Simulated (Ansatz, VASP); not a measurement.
**NaCl in VASP and in Ansatz**

```
CELL_PARAMETERS angstrom
0.00000 3.01009 3.21831
3.01009 0.00000 3.21831
3.01009 3.01009 0.00000
ATOMIC_POSITIONS crystal
Na 0.00000 0.00000 0.00000
Cl 0.25000 0.25000 0.25000
```

Change from the starting cell: epitaxial_xy strain -2.5%.

Alike in both runs: task single point; functional r2SCAN; k mesh 8 × 8 × 8; no spin polarisation.

```csv
,VASP,Ansatz
version,VASP 6.6.1,Ansatz 0.2.0
potentials or method,"VASP PAW PBE potentials, release 64 (Na_pv, Cl)","plane waves, PAW"
plane-wave cutoff (eV),550,500
occupations,"gaussian, width 0.01 eV",fixed
valence electrons in the cell,14,16
```

Ansatz gave:

- gap on the k mesh at the Fermi level (eV): 5.54
- pressure (GPa): 0.1
- traceless stress, the component that is largest in VASP (GPa): -0.14

Task: Estimate VASP's values.

Result: gap on the k mesh at the Fermi level (eV): 5.55; pressure (GPa): 0.0; traceless stress, the component that is largest in VASP (GPa): -0.14.

VASP's potentials were made for PBE, not for r2SCAN. VASP's potentials hold 14 valence electrons a cell and Ansatz's 16, so a difference there can come from the potentials and not from the codes.
